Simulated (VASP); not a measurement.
# BN (BN (P6_3/mmc)) in VASP: a series of runs, part 2 of 2

VASP 6.6.1. The steps go on from the part before.

### 4 Single point, PBE

This run uses another cell than the first one: it holds 36 atoms, not 4.

INCAR reads:

```
ALGO     = Normal         # electronic algorithm
EDIFF    = 1E-7           # SCF threshold, eV
ENCUT    = 520            # plane-wave cutoff, eV
GGA      = PE             # functional
ISIF     = 2              # what is computed and relaxed
ISMEAR   = -1             # smearing method
LASPH    = T              # aspherical terms in the spheres
LCHARG   = F              # write CHGCAR
LREAL    = Auto         
LWAVE    = F              # write WAVECAR
NBANDS   = 96             # bands
NELM     = 100            # most SCF steps
PREC     = Accurate       # precision mode
SIGMA    = 0.01           # smearing width, eV
```

KPOINTS reads:

```
Automatic mesh
0
Gamma
  1 1 1
  0.25 0.25 0.25
```

POSCAR reads:

```
BN
1.0
    7.4650312844      0.0000000000      0.0000000000
   -3.7325156422      6.4649067324      0.0000000000
    0.0000000000      0.0000000000      6.4954828762
B N
18 18
Direct
    0.1111111111      0.2222222222      0.2500000000
    0.2222222222      0.1111111111      0.7500000000
    0.1111111111      0.5555555556      0.2500000000
    0.2222222222      0.4444444444      0.7500000000
    0.1111111111      0.8888888889      0.2500000000
    0.2222222222      0.7777777778      0.7500000000
    0.4444444444      0.2222222222      0.2500000000
    0.5555555556      0.1111111111      0.7500000000
    0.4444444444      0.5555555556      0.2500000000
    0.5555555556      0.4444444444      0.7500000000
    0.4444444444      0.8888888889      0.2500000000
    0.5555555556      0.7777777778      0.7500000000
    0.7777777778      0.2222222222      0.2500000000
    0.8888888889      0.1111111111      0.7500000000
    0.7777777778      0.5555555556      0.2500000000
    0.8888888889      0.4444444444      0.7500000000
    0.7777777778      0.8888888889      0.2500000000
    0.8888888889      0.7777777778      0.7500000000
    0.1111111111      0.2222222222      0.7500000000
    0.2222222222      0.1111111111      0.2500000000
    0.1111111111      0.5555555556      0.7500000000
    0.2222222222      0.4444444444      0.2500000000
    0.1111111111      0.8888888889      0.7500000000
    0.2222222222      0.7777777778      0.2500000000
    0.4444444444      0.2222222222      0.7500000000
    0.5555555556      0.1111111111      0.2500000000
    0.4444444444      0.5555555556      0.7500000000
    0.5555555556      0.4444444444      0.2500000000
    0.4444444444      0.8888888889      0.7500000000
    0.5555555556      0.7777777778      0.2500000000
    0.7777777778      0.2222222222      0.7500000000
    0.8888888889      0.1111111111      0.2500000000
    0.7777777778      0.5555555556      0.7500000000
    0.8888888889      0.4444444444      0.2500000000
    0.7777777778      0.8888888889      0.7500000000
    0.8888888889      0.7777777778      0.2500000000
```

Potentials or basis: VASP PAW PBE potentials, release 64 (B, N).

Run with:

```
> cat potpaw_PBE.64/B/POTCAR potpaw_PBE.64/N/POTCAR > POTCAR
> mpirun -np 1 vasp_std > vasp.out
```

OUTCAR:

```text
EDIFF = 1E-7
   ENCUT = 520
   GGA = PE
   ISIF = 2
   ISMEAR = -1
   LASPH = T
   LREAL = Auto
   NELM = 100
   PREC = Accurate

 ion  position               nearest neighbor table
   1  0.111  0.222  0.250-  20 1.44  32 1.44  22 1.44
   2  0.222  0.111  0.750-  25 1.44  19 1.44  23 1.44
   3  0.111  0.556  0.250-  34 1.44  24 1.44  22 1.44
   4  0.222  0.444  0.750-  27 1.44  19 1.44  21 1.44
   5  0.111  0.889  0.250-  24 1.44  36 1.44  20 1.44
   6  0.222  0.778  0.750-  29 1.44  23 1.44  21 1.44
[... 37 lines left out ...]
 A1 = (   7.4650312844,   0.0000000000,   0.0000000000)
 A2 = (  -3.7325156422,   6.4649067324,   0.0000000000)
 A3 = (   0.0000000000,   0.0000000000,   6.4954828762)

Analysis of symmetry for initial positions (statically):
=====================================================================
 Subroutine PRICEL returns following result:

  LATTYP: Found a hexagonal cell.
 ALAT       =     2.4883437612
 C/A-ratio  =     2.6103639607

  Lattice vectors:

 A1 = (   2.4883437612,   0.0000000000,   0.0000000000)
[... 172 lines left out ...]
 Fermi energy:         2.5717926111

 k-point     1 :       0.2500    0.2500    0.2500
  band No.  band energies     occupation
      1     -14.9515      2.00000
      2     -14.7191      2.00000
      3     -14.4243      2.00000
      4     -14.4243      2.00000
      5     -14.2075      2.00000
      6     -14.2074      2.00000
[... 76 lines left out ...]
     83       9.3354      0.00000
     84       9.7328      0.00000
 [bands above 84 left out]

------------------------ aborting loop because EDIFF is reached ----------------------------------------

  FORCE on cell =-STRESS in cart. coord.  units (eV):
  Direction    XX          YY          ZZ          XY          YZ          ZX
  --------------------------------------------------------------------------------------
  -------------------------------------------------------------------------------------
  Total       22.1248445     22.1248445      7.1088780     -0.0000000      0.0000000      0.0000000
  in kB      113.0799144    113.0799144     36.3334221     -0.0000000      0.0000000      0.0000000
  external PRESSURE =      87.4977503 kB  Pullay stress =       0.0000000 kB

 VOLUME and BASIS-vectors are now :
 -----------------------------------------------------------------------------
  energy-cutoff  :      520.00
  volume of cell :      313.48
      direct lattice vectors                 reciprocal lattice vectors
     7.465031284  0.000000000  0.000000000     0.133957911  0.077340636  0.000000000
    -3.732515642  6.464906732  0.000000000     0.000000000  0.154681273  0.000000000
     0.000000000  0.000000000  6.495482876     0.000000000  0.000000000  0.153953142

 POSITION                                       TOTAL-FORCE (eV/Angst)
 -----------------------------------------------------------------------------------
      0.00000      1.43665      1.62387         0.000000      0.000000      0.000000
      1.24417      0.71832      4.87161        -0.000000     -0.000000     -0.000000
     -1.24417      3.59161      1.62387         0.000000     -0.000000      0.000000
      0.00000      2.87329      4.87161        -0.000000      0.000000     -0.000000
     -2.48834      5.74658      1.62387         0.000000     -0.000000     -0.000000
     -1.24417      5.02826      4.87161        -0.000000      0.000000     -0.000000
[... 28 lines left out ...]
      2.48834      5.74658      4.87161         0.000000      0.000000     -0.000000
      3.73252      5.02826      1.62387        -0.000000     -0.000000     -0.000000
 -----------------------------------------------------------------------------------
    total drift:                                0.000000     -0.000000      0.000000

  FREE ENERGIE OF THE ION-ELECTRON SYSTEM (eV)
  ---------------------------------------------------
  free  energy   TOTEN  =      -316.5564293724 eV

  energy  without entropy=     -316.5564293724  energy(sigma->0) =     -316.55642937
```

OSZICAR:

```text
N       E                     dE             d eps       ncg     rms          rms(c)
DAV:   1     0.729666342061E+03    0.72967E+03   -0.74594E+04   192   0.142E+03
DAV:   2    -0.285858080064E+03   -0.10155E+04   -0.96312E+03   248   0.329E+02
DAV:   3    -0.348170585250E+03   -0.62313E+02   -0.61855E+02   232   0.852E+01
DAV:   4    -0.349261618388E+03   -0.10910E+01   -0.10888E+01   232   0.120E+01
DAV:   5    -0.349286296298E+03   -0.24678E-01   -0.24665E-01   232   0.174E+00    0.342E+01
DAV:   6    -0.319968961432E+03    0.29317E+02   -0.80155E+01   216   0.263E+01    0.155E+01
DAV:   7    -0.317260445032E+03    0.27085E+01   -0.48483E+00   216   0.697E+00    0.949E+00
DAV:   8    -0.316565933527E+03    0.69451E+00   -0.25311E+00   216   0.457E+00    0.110E+00
DAV:   9    -0.316547790341E+03    0.18143E-01   -0.10338E-01   216   0.105E+00    0.543E-01
DAV:  10    -0.316555665794E+03   -0.78755E-02   -0.11163E-02   216   0.340E-01    0.115E-01
DAV:  11    -0.316556472887E+03   -0.80709E-03   -0.20008E-03   208   0.143E-01    0.849E-02
DAV:  12    -0.316556426576E+03    0.46312E-04   -0.45732E-04   224   0.689E-02    0.135E-02
DAV:  13    -0.316556428910E+03   -0.23346E-05   -0.17521E-05   224   0.137E-02    0.263E-03
DAV:  14    -0.316556429508E+03   -0.59817E-06   -0.14024E-06   216   0.372E-03    0.174E-03
DAV:  15    -0.316556429408E+03    0.10056E-06   -0.43946E-08   160   0.674E-04    0.955E-04
DAV:  16    -0.316556429372E+03    0.35476E-07   -0.76086E-09   120   0.356E-04
   1 F= -.31655643E+03 E0= -.31655643E+03  d E =-.137968E-12
```

Run time: 44 s. Hardware: 1 thread of Intel Xeon 6975P-C (Granite Rapids), shared host; peak memory 0.35 GiB.

Results:

```yaml
Free_energy: -316.5564 eV
Pressure: 8.7 GPa
Band_gap_on_the_k_mesh: 4.82 eV
```

Caveat: the k points lie up to 0.97 Å⁻¹ apart; this functional lacks dispersion, which binds the layers, so the pressure and a relaxed spacing across them are unreliable. A k mesh can miss the band edges.

### 5 Single point, PBE

This run uses another cell than the first one: it holds 36 atoms, not 4.

INCAR reads:

```
SYSTEM = BN
PREC     = Accurate       ! precision mode
ENCUT    = 520            ! plane-wave cutoff, eV
EDIFF    = 1E-6           ! SCF threshold, eV
ISMEAR   = -1             ! smearing method
SIGMA    = 0.01           ! smearing width, eV
LREAL    = Auto         
LASPH    = .True.         ! aspherical terms in the spheres
NELM     = 100            ! most SCF steps
ALGO     = Normal         ! electronic algorithm
ISIF     = 2              ! what is computed and relaxed
LWAVE    = .False.        ! write WAVECAR
LCHARG   = .False.        ! write CHGCAR
GGA      = PE             ! functional
NBANDS   = 96             ! bands
```

KPOINTS is that of step 4.

POSCAR reads:

```
BN
1.0
    7.4650312844      0.0000000000      0.0000000000
   -3.7325156422      6.4649067324      0.0000000000
    0.0000000000      0.0000000000      6.4954828762
B N
18 18
Direct
    0.1112348434      0.2227178635      0.2473839830
    0.2221430797      0.1115902142      0.7471135775
    0.1112288469      0.5560531298      0.2472435739
    0.2221681847      0.4449283146      0.7471611659
    0.1112186590      0.8893823374      0.2473182037
    0.2221614815      0.7782627470      0.7471590892
    0.4445528689      0.2227103857      0.2473207188
    0.5554878577      0.1116063714      0.7471608673
    0.4445552669      0.5560513504      0.2473540444
    0.5554911564      0.4449300153      0.7471252839
    0.4445632339      0.8893937088      0.2472957431
    0.5555010076      0.7782692172      0.7470998203
    0.7779060053      0.2227191129      0.2472965804
    0.8888228751      0.1115992456      0.7470741405
    0.7778811731      0.5560435764      0.2473341320
    0.8888339904      0.4449359262      0.7471404269
    0.7778942149      0.8893844144      0.2474158999
    0.8888246067      0.7782595476      0.7470921662
    0.1114276366      0.2223353028      0.7470711125
    0.2219620570      0.1119830518      0.2474217161
    0.1114290209      0.5556583134      0.7473022583
    0.2219613482      0.4453234555      0.2473137701
    0.1114288424      0.8889834677      0.7470481855
    0.2219676967      0.7786601691      0.2471777110
    0.4447452463      0.2223225131      0.7472579321
    0.5553102393      0.1119964752      0.2472448628
    0.4447632158      0.5556722754      0.7470620668
    0.5552978567      0.4453172194      0.2473159563
    0.4447667718      0.8889997366      0.7471304901
    0.5553015622      0.7786538000      0.2474309558
    0.7780869718      0.2223247497      0.7470613042
    0.8886384347      0.1119913983      0.2473731376
    0.7780828737      0.5556538266      0.7470724295
    0.8886327661      0.4453252278      0.2472722802
    0.7781040665      0.8889957274      0.7471492273
    0.8886260199      0.7786434196      0.2473988550
```

Run with:

```
> cat potpaw_PBE.64/B/POTCAR potpaw_PBE.64/N/POTCAR > POTCAR
> mpirun -np 1 vasp_std > vasp.out
```

It took 3 min on 1 thread of Intel Xeon 6975P-C (Granite Rapids), shared host; peak memory 0.41 GiB.

The run converged. Its results:

* Free energy: -316.5470 eV
* Pressure: 8.8 GPa
* Largest force: 0.220 eV/Å
* Band gap on the k mesh: 4.80 eV

Forces in eV/Å, atoms in the order of the input:
```
B   -0.186  0.109  0.000
B    0.189 -0.107  0.001
B   -0.185  0.110 -0.001
B    0.183 -0.105  0.000
B   -0.182  0.106  0.000
B    0.189 -0.109  0.002
B   -0.181  0.109 -0.001
B    0.187 -0.110 -0.002
B   -0.182  0.108 -0.001
B    0.183 -0.108  0.000
B   -0.183  0.107 -0.002
B    0.184 -0.106  0.001
B   -0.187  0.110  0.000
B    0.186 -0.107  0.003
B   -0.181  0.107 -0.001
B    0.183 -0.109  0.000
B   -0.184  0.107 -0.001
B    0.187 -0.108 -0.001
N   -0.187  0.104  0.002
N    0.185 -0.108 -0.003
N   -0.185  0.108 -0.004
N    0.187 -0.109  0.000
N   -0.190  0.110  0.003
N    0.185 -0.108  0.003
N   -0.186  0.110 -0.003
N    0.183 -0.109  0.002
N   -0.183  0.105  0.003
N    0.180 -0.109  0.000
N   -0.186  0.107  0.001
N    0.182 -0.107 -0.003
N   -0.186  0.110  0.003
N    0.186 -0.109 -0.001
N   -0.183  0.109  0.003
N    0.185 -0.109  0.000
N   -0.188  0.109 -0.001
N    0.184 -0.106 -0.002
```

Stress tensor (GPa, compression positive):
```
11.66 -0.57  0.00
-0.57 10.99  0.00
 0.00  0.00  3.63
```

Levels at points of the mesh, in eV from the valence-band top:
| k point | band 69 | band 70 | band 71 | band 72 | band 73 | band 74 | band 75 | band 76 |
| --- | --- | --- | --- | --- | --- | --- | --- | --- |
| (0.25, 0.25, 0.25) | -0.40 | -0.33 | -0.33 | 0.00 | 4.80 | 4.89 | 4.89 | 5.53 |

Caveat: the k points lie up to 0.97 Å⁻¹ apart.

### 6 The runs side by side

```csv
level,potentials or basis,cell,k mesh,smearing,gap on the mesh (eV),pressure (GPa)
LDA,"VASP PAW LDA potentials, release 64 (B, N)","a = 2.488, b = 2.488, c = 6.495 Å, angles 90.0, 90.0, 120.0°, 4 atoms",13 × 13 × 4,gaussian 0.01 eV,4.09,0.6
PBE,"VASP PAW PBE potentials, release 64 (B, N)","a = 2.488, b = 2.488, c = 6.495 Å, angles 90.0, 90.0, 120.0°, 4 atoms",13 × 13 × 4,fermi-dirac 0.01 eV,4.29,8.6
PBE,"VASP PAW PBE potentials, release 64 (B, N)","a = 7.465, b = 7.465, c = 6.495 Å, angles 90.0, 90.0, 120.0°, 36 atoms","1 × 1 × 1, shifted",fermi-dirac 0.01 eV,4.80,8.8
```

Some of these runs hold the atoms at other places in the same cell, which the table doesn't show; runs alike in all that it shows share one row.

Alike in all rows: task single point; no spin polarisation; cutoff (eV) 520.

Caveats: some runs use coarse meshes; this functional lacks dispersion, which binds the layers, so the pressure and a relaxed spacing across them are unreliable (some runs).

Absolute energies hang on the potentials; compare differences alone.
